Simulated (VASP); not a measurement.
# MoS2 (R3m) in VASP: single point with PBE+U

Aim: the single point of MoS2 with PBE+U.

All numbers are computed with VASP 6.6.1; they aren't measurements. Logs are shortened: lines on timing, memory, paths and dates and some standing lists are left out, and cuts for length are marked.

## (1) The cell of the first run

The structure is trigonal, space group R3m (No. 160). The conventional cell has a = 3.163 Å, b = 3.163 Å, c = 18.370 Å, α = 90.00°, β = 90.00°, γ = 120.00°. Within 3.1 Å of Mo (site symmetry 3m) lie 6 S at 2.36 Å. Within 3.1 Å of S (site symmetry 3m) lie 3 Mo at 2.36 Å and 1 S at 3.00 Å. Within 3.1 Å of S (site symmetry 3m) lie 3 Mo at 2.36 Å and 1 S at 3.00 Å.

## (2) Single point, PBE+U, collinear spin, ferromagnetic start

File INCAR:

```
SYSTEM = MoS2
PREC = Accurate
ENCUT = 520
EDIFF = 1E-7
ISMEAR = 0
SIGMA = 0.05
LREAL = .False.
LASPH = .True.
NELM = 150
ALGO = Normal
ISIF = 2
LWAVE = .False.
LCHARG = .False.
ISPIN = 2
MAGMOM = 2 2 0 0 0 0
LORBIT = 11
LMAXMIX = 4
LDAU = .True.
LDAUTYPE = 1
LDAUL = 2 -1
LDAUU = 4 0
LDAUJ = 0.9 0
LDAUPRINT = 1
GGA = PE
NBANDS = 39
```

File KPOINTS:

```
Automatic mesh
0
Gamma
  7 7 4
  0 0 0
```

File POSCAR:

```
MoS2
1.0
    1.5814998900      0.9130793900      6.1233282100
   -1.5814998900      0.9130793900      6.1233282100
    0.0000000000     -3.6523175600     12.2466564200
Mo S
2 4
Direct
    0.0000000000      0.0000000000      0.0000000000
    0.0000000000      0.0000000000      0.5000000000
    0.7484000000      0.7484000000      0.3742000000
    0.5849000000      0.5849000000      0.2924500000
    0.7484000000      0.7484000000      0.8742000000
    0.5849000000      0.5849000000      0.7924500000
```

Potentials or basis: VASP PAW PBE potentials, release 64 (Mo_sv, S).

Launch:

```console
cat potpaw_PBE.64/Mo_sv/POTCAR potpaw_PBE.64/S/POTCAR > POTCAR
mpirun -np 1 vasp_std > vasp.out
```

OUTCAR:

```text
SYSTEM = MoS2
   PREC = Accurate
   ENCUT = 520
   EDIFF = 1E-7
   ISMEAR = 0
   LREAL = .False.
   LASPH = .True.
   NELM = 150
   ISIF = 2
   ISPIN = 2
   LORBIT = 11
   GGA = PE

 ion  position               nearest neighbor table
   1  0.000  0.000  0.000-   5 2.36   5 2.36   3 2.36   6 2.36   6 2.36   4 2.36   2 3.16   2 3.16
                             2 3.16   2 3.16
   2  0.000  0.000  0.500-   3 2.36   3 2.36   5 2.36   4 2.36   4 2.36   6 2.36   1 3.16   1 3.16
                             1 3.16   1 3.16
   3  0.748  0.748  0.374-   2 2.36   2 2.36   1 2.36
   4  0.585  0.585  0.292-   2 2.36   2 2.36   1 2.36
   5  0.748  0.748  0.874-   1 2.36   1 2.36   2 2.36
   6  0.585  0.585  0.792-   1 2.36   1 2.36   2 2.36

  LATTYP: Found a base centered monoclinic cell.
 ALAT       =    12.3820615957
 B/A-ratio  =     0.2554501733
 C/A-ratio  =     0.4424526802
 COS(beta)  =    -0.1474842267

  Lattice vectors:

 A1 = (   1.5814998900,   0.9130793900,   6.1233282100)
 A2 = (  -1.5814998900,   0.9130793900,   6.1233282100)
 A3 = (   0.0000000000,  -5.4784763400,   0.0000000000)

Analysis of symmetry for initial positions (statically):
=====================================================================
 Subroutine PRICEL returns following result:

  LATTYP: Found a trigonal (rhomboedric) cell.
 ALAT       =     6.3898360106
 COS(alpha) =     0.8774851015
[... 12 lines left out ...]
 Subroutine GETGRP returns: Found  2 space group operations
 (whereof  2 operations were pure point group operations)
 out of a pool of  4 trial point group operations.

The static configuration has the point symmetry C_1h.

Analysis of symmetry for dynamics (positions and initial velocities):
=====================================================================
 Subroutine PRICEL returns following result:

  LATTYP: Found a trigonal (rhomboedric) cell.
 ALAT       =     6.3898360106
 COS(alpha) =     0.8774851015
[... 12 lines left out ...]
 Subroutine GETGRP returns: Found  2 space group operations
 (whereof  2 operations were pure point group operations)
 out of a pool of  4 trial point group operations.

The dynamic configuration has the point symmetry C_1h.

Analysis of structural, dynamic, and magnetic symmetry:
=====================================================================
 Subroutine PRICEL returns following result:

  LATTYP: Found a trigonal (rhomboedric) cell.
 ALAT       =     6.3898360106
 COS(alpha) =     0.8774851015
[... 12 lines left out ...]
 Subroutine GETGRP returns: Found  2 space group operations
 (whereof  2 operations were pure point group operations)
 out of a pool of  4 trial point group operations.

The overall configuration has the point symmetry C_1h.

 Subroutine INISYM returns: Found  2 space group operations
 (whereof  2 operations are pure point group operations),
 and found     2 'primitive' translations

----------------------------------------------------------------------------------------

                                     Primitive cell

  volume of cell :      53.0538

  direct lattice vectors                    reciprocal lattice vectors
     1.581499890  0.913079390  6.123328210     0.316155571  0.182532503  0.054436627
    -1.581499890  0.913079390  6.123328210    -0.316155571  0.182532503  0.054436627
     0.000000000 -1.826158780  6.123328210     0.000000000 -0.365065006  0.054436627

  length of vectors
[... 152 lines left out ...]
  o =  0.3923  v =  0.0000  0.9992  0.0005  0.0000 -0.0394  0.0000  0.0000  0.0000  0.0000  0.0000      0.0000  0.0000  0.0000  0.0000  0.0000  0.0000  0.0000  0.0000  0.0000  0.0000
  o =  0.3923  v =  0.0000  0.0000  0.0000  0.0000  0.0000  0.0000  0.9992  0.0005  0.0000 -0.0394      0.0000  0.0000  0.0000  0.0000  0.0000  0.0000  0.0000  0.0000  0.0000  0.0000
  o =  0.4002  v =  0.0000  0.0394  0.0042 -0.0000  0.9992  0.0000  0.0000  0.0000  0.0000  0.0000      0.0000  0.0000  0.0000  0.0000  0.0000  0.0000  0.0000  0.0000  0.0000  0.0000
  o =  0.4002  v =  0.0000  0.0000  0.0000  0.0000  0.0000  0.0000  0.0394  0.0042 -0.0000  0.9992      0.0000  0.0000  0.0000  0.0000  0.0000  0.0000  0.0000  0.0000  0.0000  0.0000
  o =  0.4004  v = -0.9992  0.0000  0.0000 -0.0397 -0.0000  0.0000  0.0000  0.0000  0.0000  0.0000      0.0000  0.0000  0.0000  0.0000  0.0000  0.0000  0.0000  0.0000  0.0000  0.0000
  o =  0.4004  v =  0.0000  0.0000  0.0000  0.0000  0.0000 -0.9992  0.0000  0.0000 -0.0397 -0.0000      0.0000  0.0000  0.0000  0.0000  0.0000  0.0000  0.0000  0.0000  0.0000  0.0000
  o =  0.4263  v =  0.0000  0.0000  0.0000  0.0000  0.0000  0.0000 -0.0006  1.0000  0.0000 -0.0042      0.0000  0.0000  0.0000  0.0000  0.0000  0.0000  0.0000  0.0000  0.0000  0.0000
  o =  0.4263  v =  0.0000 -0.0006  1.0000  0.0000 -0.0042  0.0000  0.0000  0.0000  0.0000  0.0000      0.0000  0.0000  0.0000  0.0000  0.0000  0.0000  0.0000  0.0000  0.0000  0.0000

atom =   2  type =  1  l = 2

 onsite density matrix

spin component  1

  0.4003  0.0000 -0.0000  0.0003  0.0000
  0.0000  0.3924 -0.0000  0.0000  0.0003
 -0.0000 -0.0000  0.4263 -0.0000 -0.0001
  0.0003  0.0000 -0.0000  0.3923 -0.0000
  0.0000  0.0003 -0.0001 -0.0000  0.4002

spin component  2

  0.4003  0.0000 -0.0000  0.0003  0.0000
  0.0000  0.3924 -0.0000  0.0000  0.0003
 -0.0000 -0.0000  0.4263 -0.0000 -0.0001
  0.0003  0.0000 -0.0000  0.3923 -0.0000
  0.0000  0.0003 -0.0001 -0.0000  0.4002

 occupancies and eigenvectors

  o =  0.3922  v = -0.0397  0.0000 -0.0000  0.9992  0.0000  0.0000  0.0000  0.0000  0.0000  0.0000      0.0000  0.0000  0.0000  0.0000  0.0000  0.0000  0.0000  0.0000  0.0000  0.0000
  o =  0.3923  v =  0.0000  0.0000  0.0000  0.0000  0.0000 -0.0397  0.0000 -0.0000  0.9992  0.0000      0.0000  0.0000  0.0000  0.0000  0.0000  0.0000  0.0000  0.0000  0.0000  0.0000
  o =  0.3923  v =  0.0000  0.9992  0.0005  0.0000 -0.0394  0.0000  0.0000  0.0000  0.0000  0.0000      0.0000  0.0000  0.0000  0.0000  0.0000  0.0000  0.0000  0.0000  0.0000  0.0000
  o =  0.3923  v =  0.0000  0.0000  0.0000  0.0000  0.0000  0.0000  0.9992  0.0005  0.0000 -0.0394      0.0000  0.0000  0.0000  0.0000  0.0000  0.0000  0.0000  0.0000  0.0000  0.0000
  o =  0.4002  v =  0.0000  0.0394  0.0042 -0.0000  0.9992  0.0000  0.0000  0.0000  0.0000  0.0000      0.0000  0.0000  0.0000  0.0000  0.0000  0.0000  0.0000  0.0000  0.0000  0.0000
  o =  0.4002  v =  0.0000  0.0000  0.0000  0.0000  0.0000  0.0000  0.0394  0.0042 -0.0000  0.9992      0.0000  0.0000  0.0000  0.0000  0.0000  0.0000  0.0000  0.0000  0.0000  0.0000
  o =  0.4004  v = -0.9992  0.0000  0.0000 -0.0397 -0.0000  0.0000  0.0000  0.0000  0.0000  0.0000      0.0000  0.0000  0.0000  0.0000  0.0000  0.0000  0.0000  0.0000  0.0000  0.0000
  o =  0.4004  v =  0.0000  0.0000  0.0000  0.0000  0.0000 -0.9992  0.0000  0.0000 -0.0397 -0.0000      0.0000  0.0000  0.0000  0.0000  0.0000  0.0000  0.0000  0.0000  0.0000  0.0000
  o =  0.4263  v =  0.0000  0.0000  0.0000  0.0000  0.0000  0.0000 -0.0006  1.0000  0.0000 -0.0042      0.0000  0.0000  0.0000  0.0000  0.0000  0.0000  0.0000  0.0000  0.0000  0.0000
  o =  0.4263  v =  0.0000 -0.0006  1.0000  0.0000 -0.0042  0.0000  0.0000  0.0000  0.0000  0.0000      0.0000  0.0000  0.0000  0.0000  0.0000  0.0000  0.0000  0.0000  0.0000  0.0000

 number of electron      52.0000002 magnetization       0.0000228

 Free energy of the ion-electron system (eV)
  ---------------------------------------------------
  ext. energy  EPLUGINS =         0.00000000
  ---------------------------------------------------
  free energy    TOTEN  =       -35.97557503 eV

  energy without entropy =      -35.97557503  energy(sigma->0) =      -35.97557503

 E-fermi :   8.1445     XC(G=0): -10.7993

 val. band max:        7.7533684688   @ k =  -0.4286  -0.4286   0.2500
 cond. band min:       8.6074469430   @ k =  -0.1429   0.1429   0.0000
 fundamental gap:      0.8540784741
 Fermi energy:         8.1444675605

 spin component 1

 k-point     1 :       0.0000    0.0000    0.0000
  band No.  band energies     occupation
      1     -54.0920      1.00000
      2     -54.0503      1.00000
      3     -28.4565      1.00000
      4     -28.2508      1.00000
      5     -28.1667      1.00000
      6     -28.1409      1.00000
[... 1961 lines left out ...]
     37      14.7574      0.00000
     38      15.6450      0.00000

 [... further k-points ...]

 [bands above 38 left out]

------------------------ aborting loop because EDIFF is reached ----------------------------------------

  FORCE on cell =-STRESS in cart. coord.  units (eV):
  Direction    XX          YY          ZZ          XY          YZ          ZX
  --------------------------------------------------------------------------------------
  -------------------------------------------------------------------------------------
  Total        5.6977856      5.7048585     10.4202865      0.0000000     -0.0009212      0.0000000
  in kB       86.0340153     86.1408131    157.3416683      0.0000000     -0.0139095      0.0000000
  external PRESSURE =     109.8388322 kB  Pullay stress =       0.0000000 kB

 VOLUME and BASIS-vectors are now :
 -----------------------------------------------------------------------------
  energy-cutoff  :      520.00
  volume of cell :      106.11
      direct lattice vectors                 reciprocal lattice vectors
     1.581499890  0.913079390  6.123328210     0.316155571  0.182532503  0.054436627
    -1.581499890  0.913079390  6.123328210    -0.316155571  0.182532503  0.054436627
     0.000000000 -3.652317560 12.246656420     0.000000000 -0.182532503  0.027218313

 POSITION                                       TOTAL-FORCE (eV/Angst)
 -----------------------------------------------------------------------------------
      0.00000      0.00000      0.00000         0.000000     -0.000189     -0.002413
      0.00000     -1.82616      6.12333         0.000000     -0.000189     -0.002413
      0.00000     -0.00000     13.74810         0.000000      0.000199      1.489736
      0.00000     -0.00000     10.74460         0.000000     -0.000010     -1.487323
      0.00000     -1.82616     19.87142         0.000000      0.000199      1.489736
      0.00000     -1.82616     16.86793         0.000000     -0.000010     -1.487323
 -----------------------------------------------------------------------------------
    total drift:                               -0.000000      0.000001     -0.000040

  FREE ENERGIE OF THE ION-ELECTRON SYSTEM (eV)
  ---------------------------------------------------
  free  energy   TOTEN  =       -35.9755750260 eV

  energy  without entropy=      -35.9755750260  energy(sigma->0) =      -35.97557503

 total charge

# of ion       s       p       d       tot
------------------------------------------
    1        2.311   6.246   3.965  12.522
    2        2.311   6.246   3.965  12.522
    3        1.363   2.377   0.000   3.741
    4        1.364   2.377   0.000   3.741
    5        1.363   2.377   0.000   3.741
    6        1.364   2.377   0.000   3.741
--------------------------------------------------
tot         10.075  22.000   7.930  40.006

 magnetization (x)

# of ion       s       p       d       tot
------------------------------------------
    1       -0.000  -0.000  -0.000  -0.000
    2       -0.000  -0.000  -0.000  -0.000
    3       -0.000   0.000   0.000   0.000
    4       -0.000   0.000   0.000   0.000
    5       -0.000   0.000   0.000   0.000
    6       -0.000   0.000   0.000   0.000
--------------------------------------------------
tot         -0.000   0.000  -0.000  -0.000
```

It took 30 min on 1 thread of Intel Xeon Platinum 8259CL at 2.50GHz (Skylake/Cascade Lake), shared host; peak memory 0.87 GiB.

What came out:

```
Free energy                                           : -35.9756 eV
Pressure                                              : 11.0 GPa
Largest force                                         : 1.490 eV/Å
Band gap on the k mesh                                : 0.85 eV
Net moment                                            : 0.00 μB per cell
Valence electrons inside the program's atomic spheres : Mo 12.52; S 3.74
```

Forces on the atoms (eV/Å):
```
Mo   0.000  0.000 -0.002
Mo   0.000  0.000 -0.002
S    0.000  0.000  1.490
S    0.000  0.000 -1.487
S    0.000  0.000  1.490
S    0.000  0.000 -1.487
```

Levels at points of the mesh, in eV from the valence-band top:
Spin up:
| k point | band 23 | band 24 | band 25 | band 26 | band 27 | band 28 | band 29 | band 30 |
| --- | --- | --- | --- | --- | --- | --- | --- | --- |
| (0.00, 0.00, 0.00) | -1.86 | -1.53 | -1.24 | -1.03 | 1.55 | 2.02 | 2.05 | 2.05 |
| (0.00, 0.00, 0.50) | -1.62 | -1.62 | -1.50 | -1.50 | 1.36 | 1.36 | 1.82 | 1.82 |
Spin down:
```csv
k point,band 22,band 23,band 24,band 25,band 26,band 27,band 28,band 29,band 30,band 31
"(0.00, 0.00, 0.00)",-2.28,-1.86,-1.53,-1.24,-1.03,1.55,2.02,2.05,2.05,2.54
"(0.00, 0.00, 0.50)",-2.82,-1.62,-1.62,-1.50,-1.50,1.36,1.36,1.82,1.82,2.65
```

Eigenvalues of the final occupation matrices:
| site | spin | trace | eigenvalues |
| --- | --- | --- | --- |
| site 1 d | 1 | 2.01 | 0.39 0.39 0.40 0.40 0.43 |
| site 1 d | 2 | 2.01 | 0.39 0.39 0.40 0.40 0.43 |
| site 2 d | 1 | 2.01 | 0.39 0.39 0.40 0.40 0.43 |
| site 2 d | 2 | 2.01 | 0.39 0.39 0.40 0.40 0.43 |

Caveat: forces of over 1 eV/Å act on the atoms, so gaps and moduli don't describe the material at rest. The state reached can hang on the start; a lower one may exist.
